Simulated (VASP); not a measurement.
# Hf (P6_3/mmc) in VASP: a series of runs, part 2 of 2

VASP 6.6.1. Earlier steps stand in the parts before.

## Step 4: Single point, r2SCAN

POSCAR reads:

```
Hf
1.0
    3.1987335297      0.0000000000      0.0000000000
   -1.5993667648      2.7701844966      0.0000000000
    0.0000000000      0.0000000000      5.0505021987
Hf
2
Direct
    0.3333333333      0.6666666667      0.2500000000
    0.6666666667      0.3333333333      0.7500000000
```

INCAR.step1 reads:

```
PREC = Accurate
ENCUT = 520
ISMEAR = 1
SIGMA = 0.03
LREAL = F
LASPH = T
NELM = 60
NBANDS = 17
GGA = PE
ALGO = Normal
EDIFF = 1E-4
LWAVE = T
LCHARG = F
```

INCAR.step2 reads:

```
PREC = Accurate
ENCUT = 520
EDIFF = 1E-6
ISMEAR = 1
SIGMA = 0.03
LREAL = F
LASPH = T
NELM = 60
ALGO = Normal
ISIF = 2
LWAVE = F
LCHARG = T
METAGGA = R2SCAN
LMIXTAU = T
LELF = T
LVHAR = T
NBANDS = 17
ISTART = 1
```

KPOINTS reads:

```
Automatic mesh
0
Gamma
  11 11 6
```

Potentials or basis: VASP PAW PBE potentials, release 64 (Hf_pv).

Started as:

```
cat potpaw_PBE.64/Hf_pv/POTCAR > POTCAR
cp INCAR.step1 INCAR
mpirun -np 1 vasp_std > vasp.out
cp INCAR.step2 INCAR
mpirun -np 1 vasp_std > vasp.out
```

OUTCAR:

```text
PREC = Accurate
   ENCUT = 520
   EDIFF = 1E-6
   ISMEAR = 1
   LREAL = F
   LASPH = T
   NELM = 60
   ISIF = 2
   METAGGA = R2SCAN
   ISTART = 1

 ion  position               nearest neighbor table
   1  0.333  0.667  0.250-   2 3.13   2 3.13   2 3.13   2 3.13   2 3.13   2 3.13
   2  0.667  0.333  0.750-   1 3.13   1 3.13   1 3.13   1 3.13   1 3.13   1 3.13

  LATTYP: Found a hexagonal cell.
 ALAT       =     3.1987335297
 C/A-ratio  =     1.5789068242

  Lattice vectors:

 A1 = (   3.1987335297,   0.0000000000,   0.0000000000)
 A2 = (  -1.5993667648,   2.7701844966,   0.0000000000)
 A3 = (   0.0000000000,   0.0000000000,   5.0505021987)

Analysis of symmetry for initial positions (statically):
=====================================================================
 Subroutine PRICEL returns:
 Original cell was already a primitive cell.

 Routine SETGRP: Setting up the symmetry group for a
 hexagonal supercell.

 Subroutine GETGRP returns: Found 24 space group operations
 (whereof 12 operations were pure point group operations)
 out of a pool of 24 trial point group operations.

The static configuration has the point symmetry D_3d.
[... 163 lines left out ...]

 E-fermi :   4.8383     XC(G=0): -12.1525

 val. band max:        4.8198288627   @ k =   0.1818  -0.0000   0.1667
 cond. band min:       4.8486475547   @ k =   0.3636   0.1818   0.3333
 fundamental gap:      0.0288186920
 Fermi energy:         4.8383064855

 k-point     1 :       0.0000    0.0000    0.0000
  band No.  band energies     occupation
      1     -27.4217      2.00000
      2     -26.6559      2.00000
      3     -26.6559      2.00000
      4     -26.5259      2.00000
      5     -26.5259      2.00000
      6     -26.5251      2.00000
[... 457 lines left out ...]
      4     -26.7309      2.00000
      5     -26.6027      2.00000
      6     -26.5892      2.00000
[... 9 lines left out ...]
     16       8.7914      0.00000
     17      11.0363      0.00000

 [... further k-points ...]

------------------------ aborting loop because EDIFF is reached ----------------------------------------

  FORCE on cell =-STRESS in cart. coord.  units (eV):
  Direction    XX          YY          ZZ          XY          YZ          ZX
  --------------------------------------------------------------------------------------
  -------------------------------------------------------------------------------------
  Total       -0.1565465     -0.1565465     -0.1846371     -0.0000000      0.0000000     -0.0000000
  in kB       -5.6044441     -5.6044441     -6.6101036     -0.0000000      0.0000000     -0.0000000
  external PRESSURE =      -5.9396639 kB  Pullay stress =       0.0000000 kB

 VOLUME and BASIS-vectors are now :
 -----------------------------------------------------------------------------
  energy-cutoff  :      520.00
  volume of cell :       44.75
      direct lattice vectors                 reciprocal lattice vectors
     3.198733530  0.000000000  0.000000000     0.312623728  0.180493393  0.000000000
    -1.599366765  2.770184497  0.000000000     0.000000000  0.360986787  0.000000000
     0.000000000  0.000000000  5.050502199     0.000000000  0.000000000  0.198000112

 POSITION                                       TOTAL-FORCE (eV/Angst)
 -----------------------------------------------------------------------------------
     -0.00000      1.84679      1.26263        -0.000000      0.000000      0.000000
      1.59937      0.92339      3.78788         0.000000      0.000000      0.000000
 -----------------------------------------------------------------------------------
    total drift:                               -0.000000      0.000000     -0.000000

  FREE ENERGIE OF THE ION-ELECTRON SYSTEM (eV)
  ---------------------------------------------------
  free  energy   TOTEN  =       -90.3029044674 eV

  energy  without entropy=      -90.3028566373  energy(sigma->0) =      -90.30288852
```

OUTCAR.step1:

```text
PREC = Accurate
   ENCUT = 520
   ISMEAR = 1
   LREAL = F
   LASPH = T
[... 704 lines left out ...]
 -----------------------------------------------------------------------------------
     -0.00000      1.84679      1.26263         0.000000     -0.000000      0.000000
      1.59937      0.92339      3.78788        -0.000000      0.000000      0.000000
 -----------------------------------------------------------------------------------
    total drift:                               -0.000000      0.000000     -0.000000

  FREE ENERGIE OF THE ION-ELECTRON SYSTEM (eV)
  ---------------------------------------------------
  free  energy   TOTEN  =       -19.8455164913 eV

  energy  without entropy=      -19.8451896276  energy(sigma->0) =      -19.84540754
```

OSZICAR.step1:

```text
N       E                     dE             d eps       ncg     rms          rms(c)
DAV:   1     0.517384510555E+02    0.51738E+02   -0.11341E+04  2176   0.112E+03
DAV:   2    -0.185340828343E+02   -0.70273E+02   -0.68477E+02  2824   0.250E+02
DAV:   3    -0.205484757300E+02   -0.20144E+01   -0.19519E+01  2776   0.277E+01
DAV:   4    -0.205666638767E+02   -0.18188E-01   -0.18174E-01  2759   0.305E+00
DAV:   5    -0.205668372347E+02   -0.17336E-03   -0.17334E-03  2812   0.272E-01    0.654E+01
DAV:   6    -0.200407042797E+02    0.52613E+00   -0.49158E-01  2558   0.453E+00    0.391E+01
DAV:   7    -0.198574781077E+02    0.18323E+00   -0.85521E-01  2632   0.572E+00    0.193E+00
DAV:   8    -0.198454329275E+02    0.12045E-01   -0.51166E-02  2599   0.148E+00    0.112E+00
DAV:   9    -0.198455469313E+02   -0.11400E-03   -0.20557E-03  2897   0.323E-01    0.245E-01
DAV:  10    -0.198455164913E+02    0.30440E-04   -0.55968E-05  1520   0.523E-02
   1 F= -.19845516E+02 E0= -.19845408E+02  d E =-.326864E-03
```

Run time: 3.7 min. Hardware: 1 thread of Intel Xeon 8259CL, shared host; peak memory 0.19 GiB.

What came out:

```yaml
Free_energy: -90.3029 eV
Pressure: -0.6 GPa
Band_gap_on_the_k_mesh: zero (bands 10 and 11 overlap by 1.70 eV)
```

Levels at points of the mesh, in eV from the Fermi level:
```csv
k point,band 8,band 9,band 10,band 11,band 12,band 13
"(0.00, 0.00, 0.00)",-3.85,0.41,1.32,1.32,1.64,2.20
"(0.00, 0.00, 0.50)",-5.69,0.15,0.15,1.22,1.22,1.22
```

Caveat: the PAW data sets were made with another functional, which shifts forces and pressure a little; spin-orbit coupling is left out, which moves the levels of the heavy elements.

## Step 5: Single point, r2SCAN

POSCAR is that of step 4.

INCAR.step1 reads:

```
SYSTEM = Hf
PREC = Accurate ; ENCUT = 520
ISMEAR = 1 ; SIGMA = 0.1
LREAL = .False. ; LASPH = .True.
NELM = 100 ; NBANDS = 17
GGA = PE ; ALGO = Normal
EDIFF = 1E-4 ; LWAVE = .True.
LCHARG = .False.
```

INCAR.step2 reads:

```
SYSTEM = Hf
PREC = Accurate ; ENCUT = 520
EDIFF = 1E-6 ; ISMEAR = 1
SIGMA = 0.1 ; LREAL = .False.
LASPH = .True. ; NELM = 100
ALGO = Normal ; ISIF = 2
LWAVE = .False. ; LCHARG = .False.
METAGGA = R2SCAN ; LMIXTAU = .True.
NBANDS = 17 ; ISTART = 1
```

KPOINTS reads:

```
Automatic mesh
0
Gamma
  11 11 6
  0 0 0
```

Started as:

```
cat potpaw_PBE.64/Hf_pv/POTCAR > POTCAR
cp INCAR.step1 INCAR
mpirun -np 1 vasp_std > vasp.out
cp INCAR.step2 INCAR
mpirun -np 1 vasp_std > vasp.out
```

It took 2.8 min on 1 thread of Intel Xeon 8259CL, shared host; peak memory 0.19 GiB.

The run converged. Its results:

* Free energy: -90.3034 eV
* Pressure: -0.5 GPa
* Band gap on the k mesh: zero (bands 10 and 11 overlap by 1.70 eV)

Stress tensor (GPa, compression positive):
```
-0.49  0.00  0.00
 0.00 -0.49  0.00
 0.00  0.00 -0.63
```

Levels at points of the mesh, in eV from the Fermi level:
```csv
k point,band 8,band 9,band 10,band 11,band 12,band 13
"(0.00, 0.00, 0.00)",-3.84,0.42,1.32,1.32,1.65,2.20
"(0.00, 0.00, 0.50)",-5.69,0.16,0.16,1.22,1.22,1.22
```

Caveat: the PAW data sets were made with another functional, which shifts forces and pressure a little; spin-orbit coupling is left out, which moves the levels of the heavy elements.

## Step 6: Single point, r2SCAN

POSCAR is that of step 5.

INCAR.step1 reads:

```
SYSTEM = Hf
ALGO = Normal
EDIFF = 1E-4
ENCUT = 520
GGA = PE
ISMEAR = 1
LASPH = .True.
LCHARG = .False.
LREAL = .False.
LWAVE = .True.
NBANDS = 17
NELM = 100
PREC = Accurate
SIGMA = 0.6
```

INCAR.step2 reads:

```
SYSTEM = Hf
ALGO = Normal
EDIFF = 1E-6
ENCUT = 520
ISIF = 2
ISMEAR = 1
ISTART = 1
LASPH = .True.
LCHARG = .False.
LMIXTAU = .True.
LREAL = .False.
LWAVE = .False.
METAGGA = R2SCAN
NBANDS = 17
NELM = 100
PREC = Accurate
SIGMA = 0.6
```

KPOINTS reads:

```
k-points
0
Gamma
  11 11 6
  0 0 0
```

Potentials or basis: VASP PAW PBE potentials, release 64 (Hf_pv).

Started as:

```
cat potpaw_PBE.64/Hf_pv/POTCAR > POTCAR
cp INCAR.step1 INCAR
mpirun -np 1 vasp_std > vasp.out
cp INCAR.step2 INCAR
mpirun -np 1 vasp_std > vasp.out
```

It took 2.9 min on 1 thread of Intel Xeon 8259CL, shared host; peak memory 0.19 GiB.

The run converged. Its results:

```yaml
Free_energy: -90.2802 eV
Pressure: -0.9 GPa
Band_gap_on_the_k_mesh: zero (bands 10 and 11 overlap by 1.70 eV)
```

Stress tensor (GPa, compression positive):
```
-0.71  0.00  0.00
 0.00 -0.71  0.00
 0.00  0.00 -1.21
```

Levels at points of the mesh, in eV from the Fermi level:
| k point | band 6 | band 7 | band 8 | band 9 | band 10 | band 11 | band 12 | band 13 | band 14 | band 15 |
| --- | --- | --- | --- | --- | --- | --- | --- | --- | --- | --- |
| (0.00, 0.00, 0.00) | -31.33 | -7.73 | -3.82 | 0.44 | 1.35 | 1.35 | 1.68 | 2.23 | 2.23 | 2.93 |
| (0.00, 0.00, 0.50) | -31.40 | -5.66 | -5.66 | 0.19 | 0.19 | 1.25 | 1.25 | 1.25 | 1.25 | 5.16 |

Caveat: so wide a smearing shifts energies and pressures; the PAW data sets were made with another functional, which shifts forces and pressure a little; spin-orbit coupling is left out, which moves the levels of the heavy elements.

## Step 7: The runs side by side

| smearing | gap on the mesh (eV) | pressure (GPa) |
| --- | --- | --- |
| methfessel-paxton 0.6 eV | none | -0.9 |
| methfessel-paxton 1 eV | none | -0.9 |
| methfessel-paxton 0.03 eV | none | -0.6 |
| methfessel-paxton 0.1 eV | none | -0.5 |

Alike in all rows: task single point; level r2SCAN; potentials or basis VASP PAW PBE potentials, release 64 (Hf_pv); no spin polarisation; cell as given; k mesh 11 × 11 × 6; cutoff (eV) 520.

Caveats: the PAW data sets were made with another functional, which shifts forces and pressure a little; spin-orbit coupling is left out, which moves the levels of the heavy elements; so wide a smearing shifts energies and pressures (at least some runs).

Total energies depend on the potentials used, so only differences within one code and one set of settings carry meaning.
